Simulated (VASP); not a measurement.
CaB6, 7 atoms in the cell. It takes space group Pm-3m (No. 221, cubic). The conventional cell has a = 4.168 Å, b = 4.168 Å, c = 4.168 Å, α = 90.00°, β = 90.00°, γ = 90.00°. Within 4.0 Å of Ca (site symmetry m-3m) lie 24 B at 3.06 Å. B (site symmetry 4mm) has 5 B at 1.68 to 1.76 Å within 2.2 Å. 

* Program: VASP 6.6.1
* Task: relaxation of the atoms
* Functional: PBEsol
* Potentials or basis: VASP PAW PBE potentials, release 64 (Ca_sv, B)
* Cutoff: 520 eV
* k mesh: 10 × 10 × 10
* Occupations: gaussian, width 0.1 eV
* Spin: no spin polarisation
* Dipole correction: no
* Further INCAR settings: ALGO = Normal; EDIFF = 1e-06; IBRION = 2; EDIFFG = -0.01; NSW = 50

Potentials or basis: VASP PAW PBE potentials, release 64 (Ca_sv, B).

The run is started by

```console
$ cat potpaw_PBE.64/Ca_sv/POTCAR potpaw_PBE.64/B/POTCAR > POTCAR
$ mpirun -np 1 vasp_std > vasp.out
```

Hardware: 1 thread of Intel Xeon 8259CL, with other jobs on the host.

Problem. Estimate the wall time of this run.

Solution. It took 3 min on 1 thread of Intel Xeon 8259CL, on a shared host, peak memory 0.22 GiB. Counts: scf iterations 26, k points 56, ion steps 3.
